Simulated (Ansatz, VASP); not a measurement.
## One calculation of PbS, two programs

Contents of INCAR:

```
SYSTEM = PbS
PREC = Accurate ; ENCUT = 520
EDIFF = 1E-6 ; ISMEAR = -1
SIGMA = 0.01 ; LREAL = .False.
LASPH = .True. ; NELM = 100
ALGO = Normal ; ISIF = 2
LWAVE = .False. ; LCHARG = .False.
GGA = PE ; NBANDS = 28
```

The input KPOINTS:

```
Automatic mesh
0
Gamma
  7 7 3
  0 0 0
```

File POSCAR:

```
PbS
1.0
    2.9599740775     -2.9192058577      0.0000000000
    2.9599740775      2.9192058577      0.0000000000
   -1.0872028575      0.0000000000     11.7868372268
Pb S
2 2
Direct
    0.7756000000      0.7756000000      0.6363800000
    0.2244000000      0.2244000000      0.3636200000
    0.2684000000      0.2684000000      0.5986000000
    0.7316000000      0.7316000000      0.4014000000
```

Input for Ansatz:

```yaml
crystal:
  lattice:
    - [2.9599740775, -2.9192058577, 0.0]
    - [2.9599740775, 2.9192058577, 0.0]
    - [-1.0872028575, 0.0, 11.7868372268]
  atoms:
    - { symbol: Pb, position: [0.7756, 0.7756, 0.63638] }
    - { symbol: Pb, position: [0.2244, 0.2244, 0.36362] }
    - { symbol: S, position: [0.2684, 0.2684, 0.5986] }
    - { symbol: S, position: [0.7316, 0.7316, 0.4014] }
kpoints:
  mp_grid: { grid: [7, 7, 3] }
  band_path:
    path:
      - [0.0, 0.0, 0.0]
      - [-0.4952296494, 0.4952296494, 0.0]
      - [-0.5047703506, -0.4952296494, 0.0]
      - [-0.5, -0.5, 0.0]
      - [0.0, 0.0, 0.0]
      - [-0.5, -0.5, 0.5]
      - [-0.5160352562, -0.4839647438, 0.5]
      - [-0.4839647438, 0.4839647438, 0.5]
      - [0.0, 0.0, 0.5]
    npoints: 5
scf:
  occupations: { method: fermi_dirac, width: 0.01 }
hamiltonian:
  xc: pbe
  pseudopotentials: { kind: all_electron, lapw: { basis_error: 0.0005 } }
output:
  forces: true
  stress: true
  eigenvalues: true
```

Change from the starting cell: volume scaled by 1.02.

Alike in both runs: task single point; functional PBE; k mesh 7 × 7 × 3; occupations fermi-dirac, width 0.01 eV; no spin polarisation.

|  | VASP | Ansatz |
| --- | --- | --- |
| version | VASP 6.6.1 | Ansatz 0.2.0 |
| potentials or method | VASP PAW PBE potentials, release 64 (Pb_d, S), cutoff 520 eV | all-electron LAPW, scalar-relativistic |

```csv
,VASP,Ansatz,Ansatz less VASP
gap on the k mesh at the Fermi level (eV),1.30,1.30,+0.004
rms of the force components (eV/Å),0.226,0.224,-0.0014
```

Atom by atom the forces differ by 0.002 eV/Å (rms over components). Ansatz ran all-electron here, and VASP with PAW potentials.

Spin-orbit coupling is off throughout.
